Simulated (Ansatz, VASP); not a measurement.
Two plane-wave programs on WC

Contents of INCAR:

```
SYSTEM = WC
PREC = Accurate
ENCUT = 520
EDIFF = 1E-6
ISMEAR = 0
SIGMA = 0.1
LREAL = .False.
LASPH = .True.
NELM = 80
ALGO = Normal
ISIF = 2
LWAVE = .False.
LCHARG = .True.
GGA = PE
LELF = .True.
LVHAR = .True.
NBANDS = 16
```

File KPOINTS:

```
Automatic mesh
0
Gamma
  6 6 6
  0 0 0
```

POSCAR

```
WC
1.0
    0.0000000000      2.3021091000      2.3021091000
    2.3021091000      0.0000000000      2.3021091000
    2.3021091000      2.3021091000      0.0000000000
W C
1 1
Direct
    0.0000000000      0.0000000000      0.0000000000
    0.7500000000      0.7500000000      0.7500000000
```

Input for Ansatz:

```yaml
crystal:
  lattice:
    - [0.0, 2.3021091, 2.3021091]
    - [2.3021091, 0.0, 2.3021091]
    - [2.3021091, 2.3021091, 0.0]
  atoms:
    - { symbol: W, position: [0.0, 0.0, 0.0] }
    - { symbol: C, position: [0.75, 0.75, 0.75] }
basis:
  ecutwfc: 420
kpoints:
  mp_grid: { grid: [6, 6, 6] }
hamiltonian:
  xc: pbe
scf:
  occupations: { method: gaussian, width: 0.1 }
  lower_state_search: "off"
output:
  forces: true
  stress: true
  eigenvalues: true
```

Change from the starting cell: species swapped into the GaN type (F-43m, No. 216).

Alike in both runs: task single point; functional PBE; k mesh 6 × 6 × 6; occupations gaussian, width 0.1 eV; no spin polarisation.

|  | VASP | Ansatz |
| --- | --- | --- |
| version | VASP 6.6.1 | Ansatz 0.2.0 |
| potentials or method | VASP PAW PBE potentials, release 64 (W_sv, C), cutoff 520 eV | scalar-relativistic, plane waves, PAW |
| valence electrons in the cell | 18 | 18 |

VASP gave:

| Quantity | Value |
| --- | --- |
| gap on the k mesh at the Fermi level (eV) | none |
| pressure (GPa) | 19.2 |

Task: Which values does Ansatz return?

Result: gap on the k mesh at the Fermi level (eV): none; pressure (GPa): 18.3.

A gap of «none» marks a metal or a gap that the smearing closes. The functional is the same, so the differences come from potentials, cutoffs and numerics.

The k mesh is coarse, so the values compare programs but aren't converged. Spin-orbit coupling is off throughout.
